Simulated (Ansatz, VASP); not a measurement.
**One calculation of MgCd3O, two programs**

Contents of INCAR:

```
SYSTEM = MgCd3O
PREC = Accurate
ENCUT = 840
EDIFF = 1E-6
ISMEAR = 0
SIGMA = 0.1
LREAL = .FALSE.
LASPH = .TRUE.
NELM = 120
ALGO = Normal
ISIF = 2
LWAVE = .FALSE.
LCHARG = .FALSE.
GGA = PE
NBANDS = 46
GGA_COMPAT = .FALSE.
```

KPOINTS

```
Automatic mesh
0
G
  4 4 4
  0 0 0
```

Contents of POSCAR:

```
MgCd3O
1.0
    4.4877220700      0.0000000000      0.0000000000
    0.0000000000      4.4877220700      0.0000000000
    0.0000000000      0.0000000000      5.0619580200
Mg Cd O
1 3 1
Direct
    0.5000000000      0.5000000000      0.5804528200
    0.5000000000      0.0000000000      0.0426836700
    0.0000000000      0.5000000000      0.0426836700
    0.5000000000      0.5000000000      0.1263733200
    0.0000000000      0.0000000000      0.9745571500
```

Input for Ansatz:

```yaml
crystal:
  lattice:
    - [4.48772207, 0.0, 0.0]
    - [0.0, 4.48772207, 0.0]
    - [0.0, 0.0, 5.06195802]
  atoms:
    - { symbol: Mg, position: [0.5, 0.5, 0.58045282] }
    - { symbol: Cd, position: [0.5, 0.0, 0.04268367] }
    - { symbol: Cd, position: [0.0, 0.5, 0.04268367] }
    - { symbol: Cd, position: [0.5, 0.5, 0.12637332] }
    - { symbol: O, position: [0.0, 0.0, 0.97455715] }
basis:
  ecutwfc: 420
kpoints:
  mp_grid: { grid: [4, 4, 4] }
hamiltonian:
  xc: pbe
scf:
  occupations: { method: gaussian, width: 0.1 }
  lower_state_search: "off"
output:
  forces: true
  stress: true
  eigenvalues: true
```

Alike in both runs: task single point; functional PBE; k mesh 4 × 4 × 4; occupations gaussian, width 0.1 eV; no spin polarisation.

```csv
,VASP,Ansatz
version,VASP 6.6.1,Ansatz 0.2.0
potentials or method,"VASP PAW PBE potentials, release 64 (Mg_sv, Cd_sv_GW, O), cutoff 840 eV","scalar-relativistic, plane waves, PAW"
valence electrons in the cell,76,76
```

```tsv
	VASP	Ansatz	Ansatz less VASP
gap on the k mesh at the Fermi level (eV)	none	none	-
rms of the force components (eV/Å)	1.000	0.997	-0.0036
```

Atom by atom the forces differ by 0.004 eV/Å (rms over components). A gap of «none» marks a metal or a gap that the smearing closes. With one functional, cell and mesh, what is left measures potentials, basis and numerics.
